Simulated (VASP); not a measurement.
# Co (Pm-3n) in VASP: single point with PBE

Aim: the single point of Co with PBE.

All numbers are computed with VASP 6.6.1; they aren't measurements. Logs are shortened: lines on timing, memory, paths and dates and some standing lists are left out, and cuts for length are marked.

## Step 1: The cell of the first run

Symmetry: Pm-3n, No. 223, cubic system. The conventional cell has a = 4.446 Å, b = 4.446 Å, c = 4.446 Å, α = 90.00°, β = 90.00°, γ = 90.00°. Co (site symmetry m-3) has 12 Co at 2.49 Å within 3.3 Å. Within 2.9 Å of Co (site symmetry -4m2) lie 14 Co at 2.22 to 2.72 Å.

## Step 2: Single point, PBE, collinear spin, ferromagnetic start

Input file INCAR:

```
SYSTEM = Co
ALGO = Fast
EDIFF = 1E-6
ENCUT = 520
GGA = PE
ISIF = 2
ISMEAR = 0
ISPIN = 2
LASPH = .TRUE.
LCHARG = .FALSE.
LMAXMIX = 4
LORBIT = 11
LREAL = .FALSE.
LWAVE = .FALSE.
MAGMOM = 3 3 3 3 3 3 3 3
NBANDS = 50
NELM = 150
PREC = Accurate
SIGMA = 0.1
```

Input file KPOINTS:

```
k-points
0
G
  4 4 4
  0 0 0
```

Input file POSCAR:

```
Co
1.0
    4.4463256919      0.0000000000      0.0000000000
    0.0000000000      4.4463256919      0.0000000000
    0.0000000000      0.0000000000      4.4463256919
Co
8
Direct
    0.5000000000      0.5000000000      0.5000000000
    0.0000000000      0.0000000000      0.0000000000
    0.2500000000      0.0000000000      0.5000000000
    0.5000000000      0.2500000000      0.0000000000
    0.5000000000      0.7500000000      0.0000000000
    0.7500000000      0.0000000000      0.5000000000
    0.0000000000      0.5000000000      0.7500000000
    0.0000000000      0.5000000000      0.2500000000
```

Potentials or basis: VASP PAW PBE potentials, release 64 (Co).

Launch:

```sh
> cat potpaw_PBE.64/Co/POTCAR > POTCAR
> mpirun -np 1 vasp_std > vasp.out
```

OUTCAR:

```text
SYSTEM = Co
   EDIFF = 1E-6
   ENCUT = 520
   GGA = PE
   ISIF = 2
   ISMEAR = 0
   ISPIN = 2
   LASPH = .TRUE.
   LORBIT = 11
   LREAL = .FALSE.
   NELM = 150
   PREC = Accurate

 ion  position               nearest neighbor table
   1  0.500  0.500  0.500-   3 2.49   4 2.49   5 2.49   6 2.49   7 2.49   8 2.49   4 2.49   5 2.49
                             3 2.49   6 2.49   7 2.49   8 2.49
   2  0.000  0.000  0.000-   3 2.49   4 2.49   5 2.49   6 2.49   7 2.49   8 2.49   3 2.49   6 2.49
                             7 2.49   8 2.49   4 2.49   5 2.49
   3  0.250  0.000  0.500-   6 2.22   6 2.22   1 2.49   2 2.49   1 2.49   2 2.49   8 2.72   5 2.72
                             4 2.72   5 2.72   4 2.72   7 2.72   8 2.72   7 2.72
   4  0.500  0.250  0.000-   5 2.22   5 2.22   1 2.49   1 2.49   2 2.49   2 2.49   8 2.72   3 2.72
                             3 2.72   6 2.72   6 2.72   7 2.72   7 2.72   8 2.72
   5  0.500  0.750  0.000-   4 2.22   4 2.22   1 2.49   1 2.49   2 2.49   2 2.49   8 2.72   3 2.72
                             3 2.72   6 2.72   6 2.72   7 2.72   7 2.72   8 2.72
   6  0.750  0.000  0.500-   3 2.22   3 2.22   1 2.49   2 2.49   1 2.49   2 2.49   8 2.72   4 2.72
                             4 2.72   5 2.72   5 2.72   7 2.72   8 2.72   7 2.72
   7  0.000  0.500  0.750-   8 2.22   8 2.22   1 2.49   2 2.49   2 2.49   1 2.49   3 2.72   4 2.72
                             5 2.72   3 2.72   6 2.72   6 2.72   4 2.72   5 2.72
   8  0.000  0.500  0.250-   7 2.22   7 2.22   1 2.49   2 2.49   2 2.49   1 2.49   3 2.72   4 2.72
                             5 2.72   3 2.72   6 2.72   6 2.72   4 2.72   5 2.72

  LATTYP: Found a simple cubic cell.
 ALAT       =     4.4463256919

  Lattice vectors:

 A1 = (   4.4463256919,   0.0000000000,   0.0000000000)
 A2 = (   0.0000000000,   4.4463256919,   0.0000000000)
 A3 = (   0.0000000000,   0.0000000000,   4.4463256919)

Analysis of symmetry for initial positions (statically):
=====================================================================
 Subroutine PRICEL returns:
 Original cell was already a primitive cell.

 Routine SETGRP: Setting up the symmetry group for a
 simple cubic supercell.

 Subroutine GETGRP returns: Found 48 space group operations
 (whereof 24 operations were pure point group operations)
 out of a pool of 48 trial point group operations.

The static configuration has the point symmetry T_h .
 The point group associated with its full space group is O_h .

Analysis of symmetry for dynamics (positions and initial velocities):
=====================================================================
 Subroutine PRICEL returns:
 Original cell was already a primitive cell.

 Routine SETGRP: Setting up the symmetry group for a
 simple cubic supercell.

 Subroutine GETGRP returns: Found 48 space group operations
 (whereof 24 operations were pure point group operations)
 out of a pool of 48 trial point group operations.

The dynamic configuration has the point symmetry T_h .
 The point group associated with its full space group is O_h .
[... 165 lines left out ...]
 fundamental gap:      0.0124354528
 Fermi energy:        10.3318754809

 spin component 1

 k-point     1 :       0.0000    0.0000    0.0000
  band No.  band energies     occupation
      1       1.2460      1.00000
      2       4.9743      1.00000
      3       4.9743      1.00000
      4       5.6387      1.00000
      5       5.7685      1.00000
      6       5.7685      1.00000
[... 499 lines left out ...]
     47      10.4602      0.03482
     48      10.4602      0.03482
 Fermi energy:        10.3318754809

 spin component 2

 k-point     1 :       0.0000    0.0000    0.0000
  band No.  band energies     occupation
      1       1.2663      1.00000
      2       5.8862      1.00000
      3       5.8862      1.00000
      4       6.3967      1.00000
      5       7.1746      1.00000
      6       7.1746      1.00000
[... 499 lines left out ...]
     47      11.9432      0.00000
     48      11.9432      0.00000
 [bands above 48 left out]

------------------------ aborting loop because EDIFF is reached ----------------------------------------

  FORCE on cell =-STRESS in cart. coord.  units (eV):
  Direction    XX          YY          ZZ          XY          YZ          ZX
  --------------------------------------------------------------------------------------
  -------------------------------------------------------------------------------------
  Total        1.0715484      1.0715484      1.0715484     -0.0000000      0.0000000     -0.0000000
  in kB       19.5307335     19.5307335     19.5307335     -0.0000000      0.0000000     -0.0000000
  external PRESSURE =      19.5307335 kB  Pullay stress =       0.0000000 kB

 VOLUME and BASIS-vectors are now :
 -----------------------------------------------------------------------------
  energy-cutoff  :      520.00
  volume of cell :       87.90
      direct lattice vectors                 reciprocal lattice vectors
     4.446325692  0.000000000  0.000000000     0.224904802  0.000000000  0.000000000
     0.000000000  4.446325692  0.000000000     0.000000000  0.224904802  0.000000000
     0.000000000  0.000000000  4.446325692     0.000000000  0.000000000  0.224904802

 POSITION                                       TOTAL-FORCE (eV/Angst)
 -----------------------------------------------------------------------------------
      2.22316      2.22316      2.22316         0.000000     -0.000000      0.000000
      0.00000      0.00000      0.00000         0.000000     -0.000000      0.000000
      1.11158      0.00000      2.22316         0.000000      0.000000     -0.000000
      2.22316      1.11158      0.00000        -0.000000     -0.000000     -0.000000
      2.22316      3.33474      0.00000        -0.000000      0.000000     -0.000000
      3.33474      0.00000      2.22316        -0.000000     -0.000000     -0.000000
      0.00000      2.22316      3.33474         0.000000     -0.000000      0.000000
      0.00000      2.22316      1.11158        -0.000000      0.000000      0.000000
 -----------------------------------------------------------------------------------
    total drift:                                0.000000      0.000000     -0.000000

  FREE ENERGIE OF THE ION-ELECTRON SYSTEM (eV)
  ---------------------------------------------------
  free  energy   TOTEN  =       -55.5453422808 eV

  energy  without entropy=      -55.4978527595  energy(sigma->0) =      -55.52159752

 total charge

# of ion       s       p       d       tot
------------------------------------------
    1        0.491   0.527   7.267   8.286
    2        0.491   0.527   7.267   8.286
    3        0.486   0.514   7.265   8.265
    4        0.486   0.514   7.265   8.265
    5        0.486   0.514   7.265   8.265
    6        0.486   0.514   7.265   8.265
    7        0.486   0.514   7.265   8.265
    8        0.486   0.514   7.265   8.265
--------------------------------------------------
tot          3.898   4.137  58.124  66.160

 magnetization (x)

# of ion       s       p       d       tot
------------------------------------------
    1       -0.015  -0.057   1.699   1.628
    2       -0.015  -0.057   1.699   1.628
    3       -0.008  -0.046   1.784   1.730
    4       -0.008  -0.046   1.784   1.730
    5       -0.008  -0.046   1.784   1.730
    6       -0.008  -0.046   1.784   1.730
    7       -0.008  -0.046   1.784   1.730
    8       -0.008  -0.046   1.784   1.730
--------------------------------------------------
tot         -0.076  -0.391  14.102  13.635
```

stdout:

```text
POSCAR found type information on POSCAR Co
 POSCAR found :  1 types and       8 ions
 scaLAPACK will be used
 LDA part: xc-table for (Slater+PW92), standard interpolation
 POSCAR, INCAR and KPOINTS ok, starting setup
 FFT: planning ... GRIDC
 FFT: planning ... GRID_SOFT
 FFT: planning ... GRID
 WAVECAR not read
 entering main loop
```

Run time: 88 s. Hardware: 1 thread of Intel Xeon Platinum 8488C (Sapphire Rapids), shared host; peak memory 0.26 GiB.

Results:

| Property | Result |
| --- | --- |
| Free energy | -55.5453 eV |
| Pressure | 2.0 GPa |
| Net moment | 13.49 μB per cell |
| Site moments | Co +1.63, +1.73 (each value once) μB |
| Valence electrons inside the program's atomic spheres | Co 8.29, 8.27 (each value once) |

Levels at points of the mesh, in eV from the Fermi level:
Spin up:
```csv
k point,band 39,band 40,band 41,band 42,band 43,band 44,band 45,band 46
"(0.00, 0.00, 0.00)",-0.98,-0.98,-0.98,0.96,0.96,0.96,2.61,2.61
"(0.50, 0.00, 0.00)",-1.02,-1.02,-0.54,-0.54,1.73,1.73,2.37,2.37
"(0.50, 0.50, 0.00)",-1.06,-1.06,-0.90,-0.72,-0.72,-0.44,2.17,3.85
"(0.50, 0.50, 0.50)",-1.20,-1.20,-0.05,-0.05,-0.05,-0.05,-0.05,-0.05
```
Spin down:
| k point | band 27 | band 28 | band 29 | band 30 | band 31 | band 32 | band 33 | band 34 |
| --- | --- | --- | --- | --- | --- | --- | --- | --- |
| (0.00, 0.00, 0.00) | -0.09 | -0.09 | -0.07 | -0.07 | -0.07 | 0.07 | 0.07 | 0.48 |
| (0.50, 0.00, 0.00) | -0.40 | -0.40 | -0.23 | -0.23 | 0.21 | 0.21 | 0.47 | 0.47 |
| (0.50, 0.50, 0.00) | -0.64 | -0.37 | -0.01 | 0.19 | 0.21 | 0.30 | 0.30 | 0.34 |
| (0.50, 0.50, 0.50) | -0.20 | -0.20 | -0.20 | -0.20 | 0.56 | 0.56 | 0.56 | 0.56 |
